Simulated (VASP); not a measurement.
# Si2W (I4/mmm) in VASP: further runs

Si2W is run at these levels: PBEsol; tasks: electric field gradients.

Program: VASP 6.6.1. These are calculated values, not measurements. Logs are shortened: lines on timing, memory, paths and dates and some standing lists are left out, and cuts for length are marked.

**1. The cell of the first run**

It takes space group I4/mmm (No. 139, tetragonal). Conventional cell: a = 3.214 Å, b = 3.214 Å, c = 7.830 Å, α = 90.00°, β = 90.00°, γ = 90.00°. Si (site symmetry 4mm) has 1 Si at 1.50 Å within 2.0 Å. Within 3.3 Å of W (site symmetry 4/mmm) lie 10 Si at 2.39 to 3.16 Å and 4 W at 3.21 Å.

**2. Electric field gradients, PBEsol (shortest bond scaled by 0.58)**

File INCAR:

```
PREC = Accurate
ENCUT = 520
EDIFF = 1E-8
ISMEAR = -1
SIGMA = 0.05
LREAL = False
LASPH = True
NELM = 60
ALGO = Normal
ISIF = 2
LWAVE = False
LCHARG = False
GGA = PS
LEFG = True
NBANDS = 18
```

File KPOINTS:

```
regular mesh
0
Gamma
  13 13 13
```

File POSCAR:

```
Si2W
1.0
   -1.6069000000      1.6069000000      3.9149500000
    1.6069000000     -1.6069000000      3.9149500000
    1.6069000000      1.6069000000     -3.9149500000
Si W
2 1
Direct
    0.4041260000      0.4041260000      0.0000000000
    0.5958740000      0.5958740000      0.0000000000
    0.0000000000      0.0000000000      0.0000000000
```

Potentials or basis: VASP PAW PBE potentials, release 64 (Si, W_sv).

Launch:

```sh
> cat potpaw_PBE.64/Si/POTCAR potpaw_PBE.64/W_sv/POTCAR > POTCAR
> mpirun -np 1 vasp_std > vasp.out
```

OUTCAR:

```text
PREC = Accurate
   ENCUT = 520
   EDIFF = 1E-8
   ISMEAR = -1
   LREAL = False
   LASPH = True
   NELM = 60
   ISIF = 2
   GGA = PS

 ion  position               nearest neighbor table
   1  0.404  0.404  0.000-   2 1.50   3 2.39   3 2.39   3 2.39   3 2.39   3 3.16
   2  0.596  0.596  0.000-   1 1.50   3 2.39   3 2.39   3 2.39   3 2.39   3 3.16
   3  0.000  0.000  0.000-   2 2.39   2 2.39   2 2.39   1 2.39   2 2.39   1 2.39   1 2.39   1 2.39
                             1 3.16   2 3.16

 -----------------------------------------------------------------------------
|                                                                             |
|           W    W    AA    RRRRR   N    N  II  N    N   GGGG   !!!           |
|           W    W   A  A   R    R  NN   N  II  NN   N  G    G  !!!           |
|           W    W  A    A  R    R  N N  N  II  N N  N  G       !!!           |
|           W WW W  AAAAAA  RRRRR   N  N N  II  N  N N  G  GGG   !            |
|           WW  WW  A    A  R   R   N   NN  II  N   NN  G    G                |
|           W    W  A    A  R    R  N    N  II  N    N   GGGG   !!!           |
|                                                                             |
|     The distance between some ions is very small. Please check the          |
|     nearest-neighbor list in the OUTCAR file.                               |
|     I HOPE YOU KNOW WHAT YOU ARE DOING!                                     |
|                                                                             |
 -----------------------------------------------------------------------------

  LATTYP: Found a body centered tetragonal cell.
 ALAT       =     3.2138000000
 C/A-ratio  =     2.4363370465

  Lattice vectors:

 A1 = (  -1.6069000000,   1.6069000000,   3.9149500000)
 A2 = (   1.6069000000,  -1.6069000000,   3.9149500000)
 A3 = (   1.6069000000,   1.6069000000,  -3.9149500000)

Analysis of symmetry for initial positions (statically):
=====================================================================
 Subroutine PRICEL returns:
 Original cell was already a primitive cell.

 Routine SETGRP: Setting up the symmetry group for a
 body centered tetragonal supercell.

 Subroutine GETGRP returns: Found 16 space group operations
 (whereof 16 operations were pure point group operations)
 out of a pool of 16 trial point group operations.

The static configuration has the point symmetry D_4h.

Analysis of symmetry for dynamics (positions and initial velocities):
=====================================================================
 Subroutine PRICEL returns:
 Original cell was already a primitive cell.

 Routine SETGRP: Setting up the symmetry group for a
 body centered tetragonal supercell.

 Subroutine GETGRP returns: Found 16 space group operations
 (whereof 16 operations were pure point group operations)
 out of a pool of 16 trial point group operations.

The dynamic configuration has the point symmetry D_4h.

 Subroutine INISYM returns: Found 16 space group operations
 (whereof 16 operations are pure point group operations),
 and found     1 'primitive' translations

----------------------------------------------------------------------------------------

                                     Primitive cell

  volume of cell :      40.4356

  direct lattice vectors                    reciprocal lattice vectors
    -1.606900000  1.606900000  3.914950000     0.000000000  0.311158131  0.127715552
     1.606900000 -1.606900000  3.914950000     0.311158131  0.000000000  0.127715552
     1.606900000  1.606900000 -3.914950000     0.311158131  0.311158131  0.000000000

  length of vectors
     4.526708376  4.526708376  4.526708376     0.336348992  0.336348992  0.440044048

  position of ions in fractional coordinates (direct lattice)
     0.404126000  0.404126000  0.000000000
     0.595874000  0.595874000  0.000000000
     0.000000000  0.000000000  0.000000000

  ion indices of the primitive-cell ions
   primitive index   ion index
                 1           1
                 2           2
                 3           3

----------------------------------------------------------------------------------------

 KPOINTS: regular mesh

Automatic generation of k-mesh.
 Grid dimensions read from file:
 generate k-points for:   13   13   13

 Generating k-lattice:

  Cartesian coordinates                     Fractional coordinates (reciprocal lattice)
     0.000000000  0.023935241  0.009824273     0.076923077  0.000000000  0.000000000
     0.023935241  0.000000000  0.009824273     0.000000000  0.076923077  0.000000000
     0.023935241  0.023935241  0.000000000     0.000000000  0.000000000  0.076923077

  Length of vectors
     0.025872999  0.025872999  0.033849542

  Shift w.r.t. Gamma in fractional coordinates (k-lattice)
     0.000000000  0.000000000  0.000000000

 Subroutine IBZKPT returns following result:
 ===========================================

 Found    196 irreducible k-points:

 Following reciprocal coordinates:
            Coordinates               Weight
  0.000000  0.000000  0.000000      1.000000
  0.076923  0.000000 -0.000000      8.000000
  0.153846  0.000000 -0.000000      8.000000
  0.230769  0.000000  0.000000      8.000000
  0.307692  0.000000 -0.000000      8.000000
  0.384615  0.000000 -0.000000      8.000000
[... 16 lines left out ...]
  0.384615  0.153846  0.000000     16.000000
  0.461538  0.153846  0.000000     16.000000
 [... further k-points ...]
   k-points           NKPTS =    196   k-points in BZ     NKDIM =    196   number of bands    NBANDS=     18
   number of dos      NEDOS =    301   number of ions     NIONS =      3
   total plane-waves  NPLWV =  46656
   dimension x,y,z NGX =    36 NGY =   36 NGZ =   36
   dimension x,y,z NGXF=    72 NGYF=   72 NGZF=   72
   ions per type =               2   1
   NGX,Y,Z   is equivalent  to a cutoff of  13.22, 13.22, 13.22 a.u.
   NGXF,Y,Z  is equivalent  to a cutoff of  26.44, 26.44, 26.44 a.u.
 SYSTEM =  unknown system
   PREC   = accura    normal or accurate (medium, high low for compatibility)
   ISTART =      0    job   : 0-new  1-cont  2-samecut
   ICHARG =      2    charge: 1-file 2-atom 10-const
   ISPIN  =      1    spin polarized calculation?
   LNONCOLLINEAR =      F non collinear calculations
   LSORBIT =      F    spin-orbit coupling
   LASPH  =      T    aspherical Exc in radial PAW
   ENCUT  =  520.0 eV  38.22 Ry    6.18 a.u.   8.42  8.42  8.42*2*pi/ulx,y,z
   NELM   =     60;   NELMIN=  2; NELMDL= -5     # of ELM steps
   EDIFF  = 0.1E-07   stopping-criterion for ELM
   LREAL  =      F    real-space projection
   EDIFFG = 0.1E-06   stopping-criterion for IOM
   NSW    =      0    number of steps for IOM
   IBRION =     -1    ionic relax: 0-MD 1-quasi-New 2-CG
   NFREE  =      0    steps in history (QN), initial steepest desc. (CG)
   ISIF   =      2    stress and relaxation
   ISYM   =      2    0-nonsym 1-usesym 2-fastsym
   POTIM  = 0.5000    time-step for ionic-motion
   TEBEG  =    0.0;   TEEND  =   0.0 temperature during run
   PSTRESS=    0.0 pullay stress
   NELECT =      22.0000    total number of electrons
   NUPDOWN=      -1.0000    fix difference up-down
   EMIN   =  10.00;   EMAX   =-10.00  energy-range for DOS
   EFERMI =   0.00;   METHOD = LEGACY
   ISMEAR =    -1;   SIGMA  =   0.05  broadening in eV -4-tet -1-fermi 0-gaus
   EFERMI_NEDOS =   21; number of points for ismear=-14 and -15
   IALGO  =     38    algorithm
   IMIX   =      4    mixing-type and parameters
     AMIX     =   0.40;   BMIX     =  1.00
     AMIX_MAG =   1.60;   BMIX_MAG =  1.00
  volume/ion in A,a.u.               =      13.48        90.96
  Fermi-wavevector in a.u.,A,eV,Ry     =   1.336476  2.525573 24.302284  1.786167
  Thomas-Fermi vector in A             =   2.465099
   LORBIT       =      0    0 simple, 1 ext, 2 COOP (PROOUT), +10 PAW based schemes
   GGA     = PS    functional components
   LHFCALC =     F    Hartree Fock is set to
   AEXX    =    0.0000 exact exchange contribution
   IVDW    =     0    specifies the selected vdW correction
   LEPSILON=     F    determine dielectric tensor
   LRPA    =     F    only Hartree local field effects (RPA)
 non-spin polarized calculation
  energy-cutoff  :      520.00
  volume of cell :       40.44
 maximum number of plane-waves:      1108
 NGX is ok and might be reduce to    36
   NGX = 17   NGY = 17   NGZ = 17

 number of electron      21.9999999 magnetization

 Free energy of the ion-electron system (eV)
  ---------------------------------------------------
  ext. energy  EPLUGINS =         0.00000000
  ---------------------------------------------------
  free energy    TOTEN  =       -12.22441428 eV

  energy without entropy =      -12.20674044  energy(sigma->0) =      -12.21557736

 E-fermi :  11.1293     XC(G=0): -12.3180

 val. band max:       11.1271863978   @ k =  -0.3846   0.3846   0.1538
 cond. band min:      11.1316567360   @ k =  -0.2308   0.4615   0.0769
 fundamental gap:      0.0044703382
 Fermi energy:        11.1293000922

 k-point     1 :       0.0000    0.0000    0.0000
  band No.  band energies     occupation
      1     -62.5697      2.00000
      2     -27.1607      2.00000
      3     -27.1607      2.00000
      4     -26.5436      2.00000
      5      -3.7913      2.00000
      6       4.9809      2.00000
[... 10 lines left out ...]
     17      18.1111      0.00000
     18      19.9003      0.00000

 k-point     2 :       0.0769    0.0000   -0.0000
  band No.  band energies     occupation
      1     -62.5692      2.00000
      2     -27.1768      2.00000
      3     -27.1592      2.00000
      4     -26.5423      2.00000
      5      -3.6748      2.00000
      6       4.9902      2.00000
[... 10 lines left out ...]
     17      18.4307      0.00000
     18      19.7359      0.00000

 k-point     3 :       0.1538    0.0000   -0.0000
  band No.  band energies     occupation
      1     -62.5678      2.00000
      2     -27.2212      2.00000
      3     -27.1548      2.00000
      4     -26.5388      2.00000
      5      -3.3329      2.00000
      6       4.9710      2.00000
[... 412 lines left out ...]
 k-point    23 :       0.3846    0.1538    0.0000
  band No.  band energies     occupation
      1     -62.5599      2.00000
      2     -27.3917      2.00000
      3     -27.1932      2.00000
      4     -26.5198      2.00000
      5      -1.1519      2.00000
      6       2.8105      2.00000
[... 10 lines left out ...]
     17      18.0600      0.00000
     18      20.8433      0.00000

 k-point    24 :       0.4615    0.1538    0.0000
  band No.  band energies     occupation
      1     -62.5589      2.00000
      2     -27.4210      2.00000
      3     -27.1896      2.00000
      4     -26.5168      2.00000
      5      -0.7466      2.00000
      6       2.3621      2.00000
[... 10 lines left out ...]
     17      18.4484      0.00000
     18      20.4767      0.00000

 [... further k-points ...]

------------------------ aborting loop because EDIFF is reached ----------------------------------------

  FORCE on cell =-STRESS in cart. coord.  units (eV):
  Direction    XX          YY          ZZ          XY          YZ          ZX
  --------------------------------------------------------------------------------------
  -------------------------------------------------------------------------------------
  Total       10.2973188     10.2973188     62.5929498      0.0000000     -0.0000000      0.0000000
  in kB      408.0100215    408.0100215   2480.1165392      0.0000000     -0.0000000      0.0000000
  external PRESSURE =    1098.7121941 kB  Pullay stress =       0.0000000 kB

 VOLUME and BASIS-vectors are now :
 -----------------------------------------------------------------------------
  energy-cutoff  :      520.00
  volume of cell :       40.44
      direct lattice vectors                 reciprocal lattice vectors
    -1.606900000  1.606900000  3.914950000     0.000000000  0.311158131  0.127715552
     1.606900000 -1.606900000  3.914950000     0.311158131  0.000000000  0.127715552
     1.606900000  1.606900000 -3.914950000     0.311158131  0.311158131  0.000000000

 POSITION                                       TOTAL-FORCE (eV/Angst)
 -----------------------------------------------------------------------------------
      0.00000      0.00000      3.16427         0.000000      0.000000    -46.019450
      0.00000      0.00000      4.66563         0.000000      0.000000     46.019450
      0.00000      0.00000      0.00000        -0.000000     -0.000000     -0.000000
 -----------------------------------------------------------------------------------
    total drift:                               -0.000000     -0.000000     -0.000000

  FREE ENERGIE OF THE ION-ELECTRON SYSTEM (eV)
  ---------------------------------------------------
  free  energy   TOTEN  =       -12.2244142841 eV

  energy  without entropy=      -12.2067404420  energy(sigma->0) =      -12.21557736

 Electric field gradients (V/A^2)
---------------------------------------------------------------------
 ion       V_xx      V_yy      V_zz      V_xy      V_xz      V_yz
---------------------------------------------------------------------
   1       7.051     7.051   -14.103    -0.000    -0.000    -0.000
   2       7.051     7.051   -14.103    -0.000    -0.000    -0.000
   3     -63.893   -63.893   127.787     0.000    -0.000    -0.000
---------------------------------------------------------------------

 Electric field gradients after diagonalization (V/A^2)
 (convention: |V_zz| > |V_xx| > |V_yy|)
----------------------------------------------------------------------
 ion       V_xx      V_yy      V_zz     asymmetry (V_yy - V_xx)/ V_zz
----------------------------------------------------------------------
   1       7.051     7.051   -14.103       0.000
   2       7.051     7.051   -14.103       0.000
   3     -63.893   -63.893   127.787       0.000
----------------------------------------------------------------------

           NMR quadrupolar parameters

 Cq : quadrupolar parameter    Cq=e*Q*V_zz/h
 eta: asymmetry parameters     (V_yy - V_xx)/ V_zz
 Q  : nuclear electric quadrupole moment in mb (millibarn)
----------------------------------------------------------------------
 ion       Cq(MHz)       eta       Q (mb)
----------------------------------------------------------------------
   1      -0.034       0.000       1.000
   2      -0.034       0.000       1.000
   3       0.309       0.000       1.000
----------------------------------------------------------------------
```

Run time: 3.1 min. Hardware: 1 thread of AMD EPYC 7R13 (Zen 3), shared host; peak memory 0.27 GiB.

What came out:

```yaml
Free_energy: -12.2244 eV
Pressure: 109.9 GPa
Largest_force: 46.019 eV/Å
Band_gap_on_the_k_mesh: zero (bands 11 and 12 overlap by 2.54 eV)
Largest_electric_field_gradient_by_atom: Si -14.1; W +127.8 V/Å²
```

Forces on the atoms (eV/Å):
```
Si    0.000   0.000 -46.019
Si    0.000   0.000  46.019
W     0.000   0.000   0.000
```

Levels at points of the mesh, in eV from the Fermi level:
| k point | band 8 | band 9 | band 10 | band 11 | band 12 | band 13 | band 14 | band 15 |
| --- | --- | --- | --- | --- | --- | --- | --- | --- |
| (0.00, 0.00, 0.00) | -3.41 | -1.64 | -1.46 | -1.46 | -1.38 | -1.38 | 3.96 | 5.92 |

Electric field gradients, principal values (V/Å²):
```csv
atom,least,middle,greatest (by size)
1 Si,7.051,7.051,-14.103
2 Si,7.051,7.051,-14.103
3 W,-63.893,-63.893,127.787
```

Caveat: the cell differs from its parent crystal (shortest bond scaled by 0.58); atoms lie so close that the PAW spheres overlap strongly, which falsifies energies and pressures; the stress differs along the axes, from 41 to 248 GPa; without QUAD_EFG the Cq values of the log hold for a quadrupole moment of 1 mb, not for the nuclei; the PAW data sets were made with another functional, which shifts forces and pressure a little; spin-orbit coupling is left out, which moves the levels of the heavy elements.

[end of part 1 of 2]
